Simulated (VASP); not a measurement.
MgS: single point with PBEsol

Crystal: MgS.

```
Mg S
1.0
     0.00000    2.60165    2.39352
     2.60165    0.00000    2.39352
     2.60165    2.60165    0.00000
Mg S
1 1
Direct
  0.00000 0.00000 0.00000
  0.50000 0.50000 0.50000
```

This cell differs from its parent crystal: strain +0.000 along x and y, -0.080 along z.

```yaml
Program: VASP 6.6.1
Task: single point
Functional: PBEsol
Potentials_or_basis: VASP PAW PBE potentials, release 64 (Mg, S)
Cutoff: 600 eV
k_mesh: 8 × 8 × 8
Occupations: gaussian, width 0.05 eV
Spin: no spin polarisation
Dipole_correction: no
Further_INCAR_settings: ALGO = Normal; EDIFF = 1e-06; NBANDS = 11
```

```
Pressure               : 7.7 GPa
Band gap on the k mesh : 2.52 eV, indirect (least direct gap 4.13 eV)
```

Stress tensor (GPa, compression positive):
```
 2.68  0.00  0.00
 0.00  2.68  0.00
 0.00  0.00 17.85
```

Levels at points of the mesh, in eV from the valence-band top:
```csv
k point,band 1,band 2,band 3,band 4,band 5,band 6,band 7,band 8
"(0.00, 0.00, 0.00)",-13.33,-0.40,0.00,0.00,4.13,7.41,7.41,8.31
"(0.50, 0.00, 0.00)",-11.77,-5.49,-0.97,-0.72,4.29,6.32,7.49,10.88
"(0.50, 0.50, 0.00)",-11.11,-4.72,-2.31,-2.31,2.52,3.64,13.08,13.13
"(0.50, 0.00, 0.50)",-11.45,-4.89,-2.24,-1.51,2.98,4.00,12.26,12.71
```

Wall time 9.2 s on 1 thread of Intel(R) Xeon(R) 6975P-C (Granite Rapids), on a shared host, peak memory 0.17 GiB.

Caveat: the cell differs from its parent crystal (strain +0.000 along x and y, -0.080 along z); the PAW data sets were made with another functional, which shifts forces and pressure a little. A k mesh can miss the band edges.
